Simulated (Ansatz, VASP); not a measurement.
# TePb: VASP beside Ansatz

```
CELL_PARAMETERS angstrom
0.00000 3.66371 3.66371
3.66371 0.00000 3.66371
3.66371 3.66371 0.00000
ATOMIC_POSITIONS crystal
Pb 0.00000 0.00000 0.00000
Te 0.25000 0.25000 0.25000
```

Change from the starting cell: hydrostatic strain +0.6%.

Alike in both runs: task single point; functional r2SCAN; k mesh 6 × 6 × 6; no spin polarisation.

|  | VASP | Ansatz |
| --- | --- | --- |
| version | VASP 6.6.1 | Ansatz 0.2.0 |
| potentials or method | VASP PAW PBE potentials, release 64 (Pb_d, Te) | plane waves, PAW |
| plane-wave cutoff (eV) | 520 | 500 |
| occupations | gaussian, width 0.01 eV | fixed |
| valence electrons in the cell | 20 | 30 |

```csv
,VASP,Ansatz,Ansatz less VASP
gap on the k mesh at the Fermi level (eV),0.94,0.94,+0.003
pressure (GPa),-0.5,-0.5,+0.01
```

VASP's potentials were made for PBE, not for r2SCAN. VASP's potentials hold 20 valence electrons a cell and Ansatz's 30, so a difference there can come from the potentials and not from the codes.

Spin-orbit coupling is off throughout.
